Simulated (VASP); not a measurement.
**Lu: single point with LDA**

Lu:

```
Lu
1.0
     3.38239    0.00000    0.00000
    -1.69120    2.92924    0.00000
     0.00000    0.00000    5.25241
Lu
2
Direct
  0.33333 0.66667 0.25000
  0.66667 0.33333 0.75000
```

```
Program                : VASP 6.6.1
Task                   : single point
Functional             : LDA
Potentials or basis    : VASP PAW PBE potentials, release 64 (Lu)
Cutoff                 : 520 eV
k mesh                 : 11 × 11 × 6
Occupations            : methfessel-paxton, width 1 eV
Spin                   : no spin polarisation
Dipole correction      : no
Further INCAR settings : ALGO = Normal; EDIFF = 1e-06; NBANDS = 32
```

| Item | Value |
| --- | --- |
| Pressure | 0.3 GPa |
| Band gap on the k mesh | zero (band 25 reaches 3.61 eV, above the bottom of band 26 at 1.71 eV) |

Stress tensor (GPa, compression positive):
```
0.06 0.00 0.00
0.00 0.06 0.00
0.00 0.00 0.78
```

Levels at points of the mesh, in eV from the Fermi level:
| k point | band 23 | band 24 | band 25 | band 26 | band 27 | band 28 |
| --- | --- | --- | --- | --- | --- | --- |
| (0.00, 0.00, 0.00) | -4.72 | -2.60 | 1.23 | 2.16 | 2.16 | 2.69 |
| (0.00, 0.00, 0.50) | -4.39 | -4.39 | 1.24 | 1.24 | 2.04 | 2.04 |

Run time: 100 s on 1 thread of Oxide Virtual Turin-like Processor (shared host), peak memory 0.19 GiB.

Caveat: the PAW data sets were made with another functional, which shifts forces and pressure a little; spin-orbit coupling is left out, which moves the levels of the heavy elements.
